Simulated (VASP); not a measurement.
# CuI (P4/nmm) in VASP: further runs, part 2 of 2

VASP 6.6.1. Earlier steps stand in the parts before.

## 3. Single point, PBEsol

This run uses another cell than the first one, of 17.33 Å³/atom, 0.632 times its volume.

The input, INCAR:

```
ALGO     = Normal         # electronic algorithm
EDIFF    = 1E-7           # SCF threshold, eV
ENCUT    = 520            # plane-wave cutoff, eV
GGA      = PS             # functional
ISIF     = 2              # what is computed and relaxed
ISMEAR   = -1             # smearing method
LASPH    = T              # aspherical terms in the spheres
LCHARG   = T              # write CHGCAR
LELF     = T              # ELF
LREAL    = F              # projectors in reciprocal space
LVHAR    = T            
LWAVE    = F              # write WAVECAR
NBANDS   = 26             # bands
NELM     = 60             # most SCF steps
PREC     = Accurate       # precision mode
SIGMA    = 0.05           # smearing width, eV
```

The input, KPOINTS:

```
k-points
0
Gamma
  7 7 4
```

The input, POSCAR:

```
CuI
1.0
    3.6129584160      0.0000000000      0.0000000000
    0.0000000000      3.6129584160      0.0000000000
    0.0000000000      0.0000000000      5.3094442615
I Cu
2 2
Direct
    0.0000000000      0.5000000000      0.6803139740
    0.5000000000      0.0000000000      0.3196860260
    0.0000000000      0.0000000000      0.0000000000
    0.5000000000      0.5000000000      0.0000000000
```

Potentials or basis: VASP PAW PBE potentials, release 64 (I, Cu).

Started as:

```
> cat potpaw_PBE.64/I/POTCAR potpaw_PBE.64/Cu/POTCAR > POTCAR
> mpirun -np 1 vasp_std > vasp.out
```

OUTCAR:

```text
EDIFF = 1E-7
   ENCUT = 520
   GGA = PS
   ISIF = 2
   ISMEAR = -1
   LASPH = T
   LREAL = F
   NELM = 60
   PREC = Accurate

 ion  position               nearest neighbor table
   1  0.000  0.500  0.680-   3 2.48   4 2.48   3 2.48   4 2.48   2 3.19   2 3.19   2 3.19   2 3.19

   2  0.500  0.000  0.320-   3 2.48   4 2.48   4 2.48   3 2.48   1 3.19   1 3.19   1 3.19   1 3.19

   3  0.000  0.000  0.000-   1 2.48   2 2.48   1 2.48   2 2.48   4 2.55   4 2.55   4 2.55   4 2.55

   4  0.500  0.500  0.000-   1 2.48   2 2.48   2 2.48   1 2.48   3 2.55   3 2.55   3 2.55   3 2.55

  LATTYP: Found a simple tetragonal cell.
 ALAT       =     3.6129584160
 C/A-ratio  =     1.4695558737

  Lattice vectors:

 A1 = (   3.6129584160,   0.0000000000,   0.0000000000)
 A2 = (   0.0000000000,   3.6129584160,   0.0000000000)
 A3 = (   0.0000000000,   0.0000000000,   5.3094442615)

Analysis of symmetry for initial positions (statically):
=====================================================================
 Subroutine PRICEL returns:
 Original cell was already a primitive cell.

 Routine SETGRP: Setting up the symmetry group for a
 simple tetragonal supercell.

 Subroutine GETGRP returns: Found 16 space group operations
 (whereof  8 operations were pure point group operations)
 out of a pool of 16 trial point group operations.

The static configuration has the point symmetry D_2d.
 The point group associated with its full space group is D_4h.

Analysis of symmetry for dynamics (positions and initial velocities):
=====================================================================
 Subroutine PRICEL returns:
 Original cell was already a primitive cell.

 Routine SETGRP: Setting up the symmetry group for a
 simple tetragonal supercell.

 Subroutine GETGRP returns: Found 16 space group operations
 (whereof  8 operations were pure point group operations)
 out of a pool of 16 trial point group operations.

The dynamic configuration has the point symmetry D_2d.
 The point group associated with its full space group is D_4h.

 Subroutine INISYM returns: Found 16 space group operations
 (whereof  8 operations are pure point group operations),
 and found     1 'primitive' translations

----------------------------------------------------------------------------------------

                                     Primitive cell

  volume of cell :      69.3067

  direct lattice vectors                    reciprocal lattice vectors
     3.612958416  0.000000000  0.000000000     0.276781486  0.000000000  0.000000000
     0.000000000  3.612958416  0.000000000     0.000000000  0.276781486  0.000000000
     0.000000000  0.000000000  5.309444262     0.000000000  0.000000000  0.188343629

  length of vectors
     3.612958416  3.612958416  5.309444262     0.276781486  0.276781486  0.188343629

  position of ions in fractional coordinates (direct lattice)
     0.000000000  0.500000000  0.680313974
     0.500000000  0.000000000  0.319686026
     0.000000000  0.000000000  0.000000000
     0.500000000  0.500000000  0.000000000

  ion indices of the primitive-cell ions
   primitive index   ion index
                 1           1
                 2           2
                 3           3
                 4           4
[... 23 lines left out ...]
 ===========================================

 Found     30 irreducible k-points:

 Following reciprocal coordinates:
            Coordinates               Weight
  0.000000  0.000000  0.000000      1.000000
  0.142857  0.000000  0.000000      4.000000
  0.285714  0.000000  0.000000      4.000000
  0.428571  0.000000  0.000000      4.000000
  0.142857  0.142857  0.000000      4.000000
  0.285714  0.142857  0.000000      8.000000
[... 16 lines left out ...]
  0.285714  0.000000  0.500000      4.000000
  0.428571  0.000000  0.500000      4.000000
 [... further k-points ...]
   k-points           NKPTS =     30   k-points in BZ     NKDIM =     30   number of bands    NBANDS=     26
   number of dos      NEDOS =    301   number of ions     NIONS =      4
   total plane-waves  NPLWV =  31360
   dimension x,y,z NGX =    28 NGY =   28 NGZ =   40
   dimension x,y,z NGXF=    56 NGYF=   56 NGZF=   80
   ions per type =               2   2
   NGX,Y,Z   is equivalent  to a cutoff of  12.88, 12.88, 12.52 a.u.
   NGXF,Y,Z  is equivalent  to a cutoff of  25.77, 25.77, 25.05 a.u.
 SYSTEM =  unknown system
   PREC   = accura    normal or accurate (medium, high low for compatibility)
   ISTART =      0    job   : 0-new  1-cont  2-samecut
   ICHARG =      2    charge: 1-file 2-atom 10-const
   ISPIN  =      1    spin polarized calculation?
   LNONCOLLINEAR =      F non collinear calculations
   LSORBIT =      F    spin-orbit coupling
   LASPH  =      T    aspherical Exc in radial PAW
   ENCUT  =  520.0 eV  38.22 Ry    6.18 a.u.   6.72  6.72  9.87*2*pi/ulx,y,z
   NELM   =     60;   NELMIN=  2; NELMDL= -5     # of ELM steps
   EDIFF  = 0.1E-06   stopping-criterion for ELM
   LREAL  =      F    real-space projection
   EDIFFG = 0.1E-05   stopping-criterion for IOM
   NSW    =      0    number of steps for IOM
   IBRION =     -1    ionic relax: 0-MD 1-quasi-New 2-CG
   NFREE  =      0    steps in history (QN), initial steepest desc. (CG)
   ISIF   =      2    stress and relaxation
   ISYM   =      2    0-nonsym 1-usesym 2-fastsym
   POTIM  = 0.5000    time-step for ionic-motion
   TEBEG  =    0.0;   TEEND  =   0.0 temperature during run
   PSTRESS=    0.0 pullay stress
   NELECT =      36.0000    total number of electrons
   NUPDOWN=      -1.0000    fix difference up-down
   EMIN   =  10.00;   EMAX   =-10.00  energy-range for DOS
   EFERMI =   0.00;   METHOD = LEGACY
   ISMEAR =    -1;   SIGMA  =   0.05  broadening in eV -4-tet -1-fermi 0-gaus
   EFERMI_NEDOS =   21; number of points for ismear=-14 and -15
   IALGO  =     38    algorithm
   IMIX   =      4    mixing-type and parameters
     AMIX     =   0.40;   BMIX     =  1.00
     AMIX_MAG =   1.60;   BMIX_MAG =  1.00
  volume/ion in A,a.u.               =      17.33       116.93
  Fermi-wavevector in a.u.,A,eV,Ry     =   1.315984  2.486849 23.562765  1.731814
  Thomas-Fermi vector in A             =   2.446128
   LORBIT       =      0    0 simple, 1 ext, 2 COOP (PROOUT), +10 PAW based schemes
   GGA     = PS    functional components
   LHFCALC =     F    Hartree Fock is set to
   AEXX    =    0.0000 exact exchange contribution
   IVDW    =     0    specifies the selected vdW correction
   LEPSILON=     F    determine dielectric tensor
   LRPA    =     F    only Hartree local field effects (RPA)
 non-spin polarized calculation
  energy-cutoff  :      520.00
  volume of cell :       69.31
 maximum number of plane-waves:      1884
 NGX is ok and might be reduce to    28
   NGX = 13   NGY = 13   NGZ = 19

 number of electron      35.9999998 magnetization

 Free energy of the ion-electron system (eV)
  ---------------------------------------------------
  ext. energy  EPLUGINS =         0.00000000
  ---------------------------------------------------
  free energy    TOTEN  =       -10.71715534 eV

  energy without entropy =      -10.71714741  energy(sigma->0) =      -10.71715138

 E-fermi :  11.3497     XC(G=0): -11.6499

 val. band max:       10.9543436657   @ k =   0.0000   0.0000   0.0000
 cond. band min:      11.7741912905   @ k =   0.4286   0.4286   0.0000
 fundamental gap:      0.8198476248
 Fermi energy:        11.3496936785

 k-point     1 :       0.0000    0.0000    0.0000
  band No.  band energies     occupation
      1      -6.4386      2.00000
      2      -3.6926      2.00000
      3       1.7192      2.00000
      4       5.1917      2.00000
      5       5.3554      2.00000
      6       5.3554      2.00000
[... 685 lines left out ...]
     25      17.7094      0.00000
     26      17.7672      0.00000

 [... further k-points ...]

------------------------ aborting loop because EDIFF is reached ----------------------------------------

  FORCE on cell =-STRESS in cart. coord.  units (eV):
  Direction    XX          YY          ZZ          XY          YZ          ZX
  --------------------------------------------------------------------------------------
  -------------------------------------------------------------------------------------
  Total       13.1086310     13.1086310     13.0741873      0.0000000      0.0000000      0.0000000
  in kB      303.0350963    303.0350963    302.2388543      0.0000000      0.0000000      0.0000000
  external PRESSURE =     302.7696823 kB  Pullay stress =       0.0000000 kB

 VOLUME and BASIS-vectors are now :
 -----------------------------------------------------------------------------
  energy-cutoff  :      520.00
  volume of cell :       69.31
      direct lattice vectors                 reciprocal lattice vectors
     3.612958416  0.000000000  0.000000000     0.276781486  0.000000000  0.000000000
     0.000000000  3.612958416  0.000000000     0.000000000  0.276781486  0.000000000
     0.000000000  0.000000000  5.309444262     0.000000000  0.000000000  0.188343629

 POSITION                                       TOTAL-FORCE (eV/Angst)
 -----------------------------------------------------------------------------------
      0.00000      1.80648      3.61209        -0.000000      0.000000     -0.028982
      1.80648      0.00000      1.69736        -0.000000     -0.000000      0.028982
      0.00000      0.00000      0.00000        -0.000000      0.000000     -0.000000
      1.80648      1.80648      0.00000         0.000000     -0.000000     -0.000000
 -----------------------------------------------------------------------------------
    total drift:                                0.000000      0.000000     -0.000000

  FREE ENERGIE OF THE ION-ELECTRON SYSTEM (eV)
  ---------------------------------------------------
  free  energy   TOTEN  =       -10.7171553385 eV

  energy  without entropy=      -10.7171474148  energy(sigma->0) =      -10.71715138
```

Run time: 34 s. Hardware: 1 thread of Intel Xeon Platinum 8488C (Sapphire Rapids), shared host; peak memory 0.2 GiB.

Results:

```
Free energy            : -10.7172 eV
Pressure               : 30.3 GPa
Largest force          : 0.029 eV/Å
Band gap on the k mesh : 0.82 eV, indirect (least direct gap 1.56 eV)
```

Forces in eV/Å, atoms in the order of the input:
```
I    0.000  0.000 -0.029
I    0.000  0.000  0.029
Cu   0.000  0.000  0.000
Cu   0.000  0.000  0.000
```

Stress tensor (GPa, compression positive):
```
30.30  0.00  0.00
 0.00 30.30  0.00
 0.00  0.00 30.22
```

Caveat: the PAW data sets were made with another functional, which shifts forces and pressure a little; spin-orbit coupling is left out, which moves the levels of the heavy elements.

## 4. Single point, PBEsol

This run uses another cell than the first one, of 18.54 Å³/atom, 0.677 times its volume.

The input, INCAR:

```
  PREC = Accurate
  ENCUT = 520
  EDIFF = 1E-7
  ISMEAR = -1
  SIGMA = 0.05
  LREAL = False
  LASPH = True
  NELM = 80
  ALGO = Normal
  ISIF = 2
  LWAVE = False
  LCHARG = True
  GGA = PS
  LELF = True
  LVHAR = True
  NBANDS = 26
```

The input, KPOINTS:

```
regular mesh
0
Gamma
  7 7 4
```

The input, POSCAR:

```
CuI
1.0
    3.6926460773      0.0000000000      0.0000000000
    0.0000000000      3.6926460773      0.0000000000
    0.0000000000      0.0000000000      5.4381998011
I Cu
2 2
Direct
    0.0000000000      0.5000000000      0.6865453864
    0.5000000000      0.0000000000      0.3134546136
    0.0000000000      0.0000000000      0.0000000000
    0.5000000000      0.5000000000      0.0000000000
```

Started as:

```
> cat potpaw_PBE.64/I/POTCAR potpaw_PBE.64/Cu/POTCAR > POTCAR
> mpirun -np 1 vasp_std > vasp.out
```

It took 34 s on 1 thread of Intel Xeon Platinum 8488C (Sapphire Rapids), shared host; peak memory 0.2 GiB.

The run converged. Its results:

```
Free energy            : -11.4714 eV
Pressure               : 20.2 GPa
Largest force          : 0.024 eV/Å
Band gap on the k mesh : 1.18 eV, indirect (least direct gap 1.53 eV)
```

Forces in eV/Å, atoms in the order of the input:
```
I    0.000  0.000 -0.024
I    0.000  0.000  0.024
Cu   0.000  0.000  0.000
Cu   0.000  0.000  0.000
```

Levels at points of the mesh, in eV from the valence-band top:
```tsv
k point	band 15	band 16	band 17	band 18	band 19	band 20	band 21	band 22
(0.00, 0.00, 0.00)	-2.47	-2.37	0.00	0.00	1.53	2.27	3.30	3.79
(0.00, 0.00, 0.50)	-2.26	-2.26	-1.89	-1.89	2.28	3.64	3.66	3.70
```

Caveat: the PAW data sets were made with another functional, which shifts forces and pressure a little; spin-orbit coupling is left out, which moves the levels of the heavy elements. A k mesh can miss the band edges.

## 5. Summary

| level | potentials or basis | cell | gap on the mesh (eV) | pressure (GPa) | largest force (eV/Å) |
| --- | --- | --- | --- | --- | --- |
| LDA | VASP PAW LDA potentials, release 64 (I, Cu) | a = 4.090, b = 4.090, c = 6.551 Å, 4 atoms | 1.45 | -3.5 | 0.47 |
| PBEsol | VASP PAW PBE potentials, release 64 (I, Cu) | a = 3.613, b = 3.613, c = 5.309 Å, 4 atoms | 0.82 | 30.3 | 0.03 |
| PBEsol | VASP PAW PBE potentials, release 64 (I, Cu) | a = 3.693, b = 3.693, c = 5.438 Å, 4 atoms | 1.18 | 20.2 | 0.02 |

Alike in all rows: task single point; no spin polarisation; k mesh 7 × 7 × 4; cutoff (eV) 520; smearing fermi-dirac 0.05 eV.

Caveats: spin-orbit coupling is left out, which moves the levels of the heavy elements; the PAW data sets were made with another functional, which shifts forces and pressure a little (some runs).

Absolute energies hang on the potentials; compare differences alone.
